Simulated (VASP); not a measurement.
SiC4: density of states with PBE

Crystal: SiC4.

```
Si C
1.0
    -2.18822    2.18822    2.18822
     2.18822   -2.18822    2.18822
     2.18822    2.18822   -2.18822
Si C
1 4
Direct
  0.00000 0.00000 0.00000
  0.00000 0.00000 0.50000
  0.50000 0.00000 0.00000
  0.00000 0.50000 0.00000
  0.50000 0.50000 0.50000
```

```yaml
Program: VASP 6.6.1
Task: density of states
Functional: PBE
Potentials_or_basis: VASP PAW PBE potentials, release 64 (Si, C)
Cutoff: 520 eV
k_mesh: 12 × 12 × 12
Occupations: gaussian, width 0.1 eV
Spin: no spin polarisation
Dipole_correction: no
k_mesh_for_the_DOS: 18 × 18 × 18
Occupations_for_the_DOS: tetrahedron
Further_INCAR_settings: ALGO = Normal; EDIFF = 1e-07; NBANDS = 18
```

- Valence electrons inside the program's atomic spheres: Si 1.62; C 2.23

Levels at points of the mesh, in eV from the Fermi level:
```tsv
k point	band 6	band 7	band 8	band 9	band 10	band 11	band 12	band 13	band 14	band 15
(0.00, 0.00, 0.00)	-7.84	-7.84	-4.15	-4.15	-4.15	1.32	3.48	3.48	3.48	5.37
(0.50, 0.00, 0.00)	-7.13	-2.66	-1.84	-1.67	-1.41	-0.09	1.02	1.26	3.02	5.16
(0.50, 0.50, 0.50)	-7.88	-3.26	-3.26	-3.26	-2.57	4.38	4.38	4.38	5.90	5.90
```

Wall time 71 s on 1 thread of Intel(R) Xeon(R) 6975P-C (Granite Rapids) (shared host), peak memory 0.24 GiB.
